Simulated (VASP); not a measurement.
## GaN: single point with r2SCAN

Crystal: GaN.

```xyz
4
Lattice="3.2308 0.0000 0.0000 -1.6154 2.7980 0.0000 0.0000 0.0000 5.2614" Properties=species:S:1:pos:R:3 pbc="T T T"
Ga    0.0000    1.8653    5.2567
Ga    1.6154    0.9327    2.6260
N     0.0000    1.8653    1.9777
N     1.6154    0.9327    4.6084
```

This cell differs from its parent crystal: strain +0.015 along x and y, +0.015 along z.

```json
{
  "Program": "VASP 6.6.1",
  "Task": "single point",
  "Functional": "r2SCAN",
  "Potentials or basis": "VASP PAW PBE potentials, release 64 (Ga_d, N)",
  "Cutoff": "520 eV",
  "k mesh": "12 × 12 × 6",
  "Occupations": "gaussian, width 0.05 eV",
  "Spin": "no spin polarisation"
}
```

```
Pressure               : -7.0 GPa
Band gap on the k mesh : 2.03 eV
```

Forces on the atoms (eV/Å):
```
Ga   0.000  0.000 -0.002
Ga   0.000  0.000 -0.002
N    0.000  0.000  0.002
N    0.000  0.000  0.002
```

Stress tensor (GPa, compression positive):
```
-7.01  0.00  0.00
 0.00 -7.01  0.00
 0.00  0.00 -6.93
```

Levels at points of the mesh, in eV from the valence-band top:
```tsv
k point	band 14	band 15	band 16	band 17	band 18	band 19	band 20	band 21	band 22	band 23
(0.00, 0.00, 0.00)	-1.01	-1.01	-0.03	0.00	0.00	2.03	4.51	9.68	10.32	10.32
(0.50, 0.00, 0.00)	-5.23	-4.10	-2.68	-2.11	-0.98	5.44	5.83	6.42	8.96	10.82
(0.00, 0.00, 0.50)	-3.84	-0.52	-0.52	-0.52	-0.52	4.47	4.47	8.93	8.93	10.84
(0.50, 0.00, 0.50)	-6.48	-1.90	-1.90	-1.86	-1.86	4.74	4.74	8.12	8.12	10.48
```

Wall time 2.2 min on 1 thread of Intel(R) Xeon(R) 6975P-C (Granite Rapids), with other jobs on the host, peak memory 0.22 GiB.

Caveat: the cell differs from its parent crystal (strain +0.015 along x and y, +0.015 along z); the cell stands under tension; the PAW data sets were made with another functional, which shifts forces and pressure a little.
